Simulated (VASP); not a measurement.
Wanted: the native input for a VASP 6.6.1 run.

```
Task                   : relaxation of the atoms
Functional             : PBE
Dispersion             : D3(BJ)
Potentials or basis    : VASP PAW PBE potentials, release 64 (C, O)
Cutoff                 : 520 eV
k mesh                 : 1 × 1 × 1
Occupations            : fermi-dirac, width 0.02 eV
Spin                   : no spin polarisation
Dipole correction      : no
Further INCAR settings : LREAL = Auto; ALGO = Normal; EDIFF = 1e-06; IBRION = 2; EDIFFG = -0.3; NSW = 35
```

The structure of CO2 lies in POSCAR:

```
CO2
1.0
    7.3434200000      0.0000000000      0.0000000000
    0.0000000000      7.3434200000      0.0000000000
    0.0000000000      0.0000000000      7.3434200000
C O
6 12
Direct
    0.3843525000      0.6689611000      0.9491353000
    0.9391636000      0.4774436000      0.5944896000
    0.8517992000      0.9095698000      0.0007584000
    0.9807955000      0.0289722000      0.3954515000
    0.4789283000      0.1772191000      0.9296417000
    0.4802270000      0.4469782000      0.4222089000
    0.2564884000      0.6935425000      0.8552818000
    0.5122166000      0.6443796000      1.0429887000
    0.9569154000      0.4779340000      0.7540095000
    0.9214119000      0.4769531000      0.4349697000
    0.8304245000      0.7534739000      0.0314038000
    0.8731739000      1.0656657000     -0.0298870000
    0.8317339000      0.0037798000      0.4493768000
    1.1298571000      0.0541646000      0.3415261000
    0.4786890000      0.0453077000      1.0210818000
    0.4791675000      0.3091304000      0.8382016000
    0.3547470000      0.5292202000      0.4792438000
    0.6057070000      0.3647362000      0.3651740000
```

The input as run:

INCAR

```
ALGO = Normal
EDIFF = 1E-6
EDIFFG = -0.3
ENCUT = 520
GGA = PE
IBRION = 2
ISIF = 2
ISMEAR = -1
IVDW = 12
LASPH = T
LCHARG = F
LREAL = Auto
LWAVE = F
NELM = 100
NSW = 35
PREC = Accurate
SIGMA = 0.02
```

KPOINTS

```
k-points
0
Gamma
  1 1 1
```

Potentials or basis: VASP PAW PBE potentials, release 64 (C, O).

Launch:

```console
$ cat potpaw_PBE.64/C/POTCAR potpaw_PBE.64/O/POTCAR > POTCAR
$ mpirun -np 1 vasp_gam > vasp.out
```

Results of the run:

The energy gained by relaxing is 17.6 meV/atom and the ionic steps are 20. The pressure after relaxing is 0.1 GPa, the largest force after relaxing is 0.163 eV/Å and the dispersion energy per atom is -0.044 eV.

Caveat: the k points lie up to 0.86 Å⁻¹ apart; the relaxation stopped at a loose force limit of 0.3 eV/Å, so its end isn't a converged minimum.

Run time: 8.9 min on 1 thread of Intel(R) Xeon(R) Platinum 8259CL CPU @ 2.50GHz (Skylake/Cascade Lake), with other jobs on the host, peak memory 0.43 GiB.
